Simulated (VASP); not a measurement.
Set up this calculation in VASP 6.6.1, as the native input.

| Property | Result |
| --- | --- |
| Task | single point |
| Functional | PBE |
| Potentials or basis | VASP PAW PBE potentials, release 64 (Cl) |
| Cutoff | 520 eV |
| k mesh | 8 × 8 × 7 |
| Occupations | fermi-dirac, width 0.02 eV |
| Spin | no spin polarisation |
| Dipole correction | no |
| Further INCAR settings | ALGO = Normal; EDIFF = 1e-06; NBANDS = 14 |

The structure of Cl lies in POSCAR:

```
Cl
1.0
    3.6797870974      0.0000000000      0.0000000000
   -1.8398935487      3.1867891069      0.0000000000
    0.0000000000      0.0000000000      3.8427734639
Cl
2
Direct
    0.3333333333      0.6666666667      0.2500000000
    0.6666666667      0.3333333333      0.7500000000
```

One way to write it, as run:

INCAR

```
PREC = Accurate ; ENCUT = 520
EDIFF = 1E-6 ; ISMEAR = -1
SIGMA = 0.02 ; LREAL = False
LASPH = True ; NELM = 60
ALGO = Normal ; ISIF = 2
LWAVE = False ; LCHARG = False
GGA = PE ; NBANDS = 14
```

KPOINTS

```
regular mesh
0
Gamma
  8 8 7
```

Potentials or basis: VASP PAW PBE potentials, release 64 (Cl).

Command:

```console
$ cat potpaw_PBE.64/Cl/POTCAR > POTCAR
$ mpirun -np 1 vasp_std > vasp.out
```

It gave:

```yaml
Pressure: 0.7 GPa
Band_gap_on_the_k_mesh: zero (band 7 reaches 2.15 eV, above the bottom of band 8 at 0.58 eV)
```

Run time: 14 s on 1 thread of Intel(R) Xeon(R) Platinum 8488C (Sapphire Rapids), on a shared host, peak memory 0.16 GiB.
